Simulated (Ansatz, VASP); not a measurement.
## LiH: VASP beside Ansatz

The input INCAR:

```
ALGO = Normal
EDIFF = 1E-7
ENCUT = 520
GGA = PE
ISIF = 2
ISMEAR = -1
LASPH = T
LCHARG = F
LREAL = F
LWAVE = F
NBANDS = 9
NELM = 100
PREC = Accurate
SIGMA = 0.02
```

File KPOINTS:

```
k-points
0
Gamma
  10 10 10
```

POSCAR

```
LiH
1.0
    0.0000000000      2.1067899106      1.9984726907
    2.1067899106      0.0000000000      1.9984726907
    2.1067899106      2.1067899106      0.0000000000
Li H
1 1
Direct
    0.0000000000      0.0000000000      0.0000000000
    0.5000000000      0.5000000000      0.5000000000
```

Input for Ansatz:

```yaml
crystal:
  lattice:
    - [0.0, 2.1067899106, 1.9984726907]
    - [2.1067899106, 0.0, 1.9984726907]
    - [2.1067899106, 2.1067899106, 0.0]
  atoms:
    - { symbol: Li, position: [0.0, 0.0, 0.0] }
    - { symbol: H, position: [0.5, 0.5, 0.5] }
kpoints:
  mp_grid: { grid: [10, 10, 10] }
  band_path:
    path:
      - [0.0, 0.0, 0.0]
      - [0.5, 0.0, 0.5]
      - [0.625, 0.25, 0.625]
      - [0.375, 0.375, 0.75]
      - [0.5, 0.5, 0.5]
      - [0.5, 0.25, 0.75]
      - [0.5, 0.5, 0.0]
      - [0.0, 0.5, 0.5]
    npoints: 1
hamiltonian:
  xc: pbe
scf:
  occupations: { method: fermi_dirac, width: 0.02 }
  n_extra_bands: 4
output:
  forces: true
  stress: true
  eigenvalues: true
```

Change from the starting cell: biaxial_xy strain +5.4%.

Alike in both runs: task single point; functional PBE; k mesh 10 × 10 × 10; occupations fermi-dirac, width 0.02 eV; no spin polarisation.

|  | VASP | Ansatz |
| --- | --- | --- |
| version | VASP 6.6.1 | Ansatz 0.2.0 |
| potentials or method | VASP PAW PBE potentials, release 64 (Li_sv, H) | plane waves, PAW |
| plane-wave cutoff (eV) | 520 | 420 |
| valence electrons in the cell | 4 | 4 |

```tsv
	VASP	Ansatz	Ansatz less VASP
gap on the k mesh at the Fermi level (eV)	2.58	2.59	+0.006
```

Noted on VASP's run: the cutoff is short for stress, so the pressure is rough.
